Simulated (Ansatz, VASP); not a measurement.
**One calculation of Mn3NiB, two programs**

The input INCAR:

```
SYSTEM = Mn3NiB
ALGO = Fast
EDIFF = 1E-7
EDIFFG = -0.01
ENCUT = 600
GGA = PE
IBRION = 2
ISIF = 3
ISMEAR = 0
LASPH = .True.
LCHARG = .False.
LREAL = .False.
LWAVE = .False.
NELM = 80
NSW = 80
PREC = Accurate
SIGMA = 0.1
```

The input KPOINTS:

```
k-points
0
Gamma
  10 10 10
  0 0 0
```

Contents of POSCAR:

```
Mn3NiB
1.0
    3.8905089964      0.0000000000      0.0000000000
    0.0000000000      3.8905089964      0.0000000000
    0.0000000000      0.0000000000      3.8905089964
Ni B Mn
1 1 3
Direct
    0.0000000000      0.0000000000      0.0000000000
    0.5000000000      0.5000000000      0.5000000000
    0.5000000000      0.5000000000      0.0000000000
    0.5000000000      0.0000000000      0.5000000000
    0.0000000000      0.5000000000      0.5000000000
```

Input for Ansatz:

```yaml
crystal:
  lattice:
    - [3.8905089964, 0.0, 0.0]
    - [0.0, 3.8905089964, 0.0]
    - [0.0, 0.0, 3.8905089964]
  atoms:
    - { symbol: Ni, position: [0.0, 0.0, 0.0] }
    - { symbol: B, position: [0.5, 0.5, 0.5] }
    - { symbol: Mn, position: [0.5, 0.5, 0.0] }
    - { symbol: Mn, position: [0.5, 0.0, 0.5] }
    - { symbol: Mn, position: [0.0, 0.5, 0.5] }
basis:
  ecutwfc: 420
kpoints:
  mp_grid: { grid: [10, 10, 10] }
hamiltonian:
  xc: pbe
scf:
  occupations: { method: gaussian, width: 0.1 }
  lower_state_search: "off"
output:
  forces: true
  stress: true
  eigenvalues: true
relax:
  adjacent_minimum: "off"
  f_tol: 0.01
  max_steps: 60
  cell: { stress_tol: 0.05 }
```

Alike in both runs: task relaxation of cell and atoms; functional PBE; k mesh 10 × 10 × 10; occupations gaussian, width 0.1 eV; no spin polarisation.

|  | VASP | Ansatz |
| --- | --- | --- |
| version | VASP 6.6.1 | Ansatz 0.2.0 |
| potentials or method | VASP PAW PBE potentials, release 64 (Ni, B, Mn_pv), cutoff 600 eV | scalar-relativistic, plane waves, PAW |
| valence electrons in the cell | 52 | 66 |

```csv
,VASP,Ansatz,Ansatz less VASP
"gap on the k mesh at the Fermi level, each at its own relaxed structure (eV)",none,none,-
relaxed volume (Å³/atom),10.68,10.67,-0.005
relaxed cell length with the largest relative difference (Å),3.766,3.765,-0.0006
```

A gap of «none» marks a metal or a gap that the smearing closes. VASP's potentials hold 52 valence electrons a cell and Ansatz's 66, so a difference there can come from the potentials and not from the codes.
